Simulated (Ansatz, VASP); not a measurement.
**Two plane-wave programs on ZrS**

Contents of POSCAR:

```
ZrS
1.0
    0.0000000000      2.6250000000      2.6250000000
    2.6250000000      0.0000000000      2.6250000000
    2.6250000000      2.6250000000      0.0000000000
Zr S
1 1
Direct
    0.0000000000      0.0000000000      0.0000000000
    0.5000000000      0.5000000000      0.5000000000
```

INCAR.step1

```
PREC = Accurate
ENCUT = 600
ISMEAR = 0
SIGMA = 0.1
LREAL = False
LASPH = True
NELM = 100
GGA = PE
ALGO = Normal
EDIFF = 1E-4
LWAVE = True
LCHARG = False
```

Contents of INCAR.step2:

```
PREC = Accurate
ENCUT = 600
EDIFF = 1E-6
ISMEAR = 0
SIGMA = 0.1
LREAL = False
LASPH = True
NELM = 100
ALGO = Normal
ISIF = 3
LWAVE = False
LCHARG = False
METAGGA = R2SCAN
LMIXTAU = True
IBRION = 2
NSW = 80
EDIFFG = -0.01
ISTART = 1
```

Contents of KPOINTS:

```
regular mesh
0
Gamma
  4 4 4
```

Input for Ansatz:

```yaml
crystal:
  lattice:
    - [0.0, 2.625, 2.625]
    - [2.625, 0.0, 2.625]
    - [2.625, 2.625, 0.0]
  atoms:
    - { symbol: Zr, position: [0.0, 0.0, 0.0] }
    - { symbol: S, position: [0.5, 0.5, 0.5] }
basis:
  ecutwfc: 500
kpoints:
  mp_grid: { grid: [4, 4, 4] }
hamiltonian:
  xc: r2scan
scf:
  occupations: { method: gaussian, width: 0.1 }
output:
  forces: true
  stress: true
  eigenvalues: true
relax:
  adjacent_minimum: "off"
  f_tol: 0.01
  max_steps: 60
  cell: { stress_tol: 0.05 }
```

Alike in both runs: task relaxation of cell and atoms; functional r2SCAN; k mesh 4 × 4 × 4; occupations gaussian, width 0.1 eV; no spin polarisation.

```csv
,VASP,Ansatz
version,VASP 6.6.1,Ansatz 0.2.0
potentials or method,"VASP PAW PBE potentials, release 64 (Zr_sv, S), cutoff 600 eV","scalar-relativistic, plane waves, PAW"
valence electrons in the cell,18,18
```

|  | VASP | Ansatz | Ansatz less VASP |
| --- | --- | --- | --- |
| gap on the k mesh at the Fermi level, each at its own relaxed structure (eV) | none | none | - |
| relaxed volume (Å³/atom) | 17.77 | 17.77 | -0.003 |
| relaxed cell length with the largest relative difference (Å) | 3.690 | 3.690 | -0.0002 |

VASP's potentials were made for PBE, not for r2SCAN. A gap of «none» marks a metal or a gap that the smearing closes.

The k mesh is coarse, so the values compare programs but aren't converged. Noted on VASP's run: too few bands were computed for a metal, which touches its energy and stress.
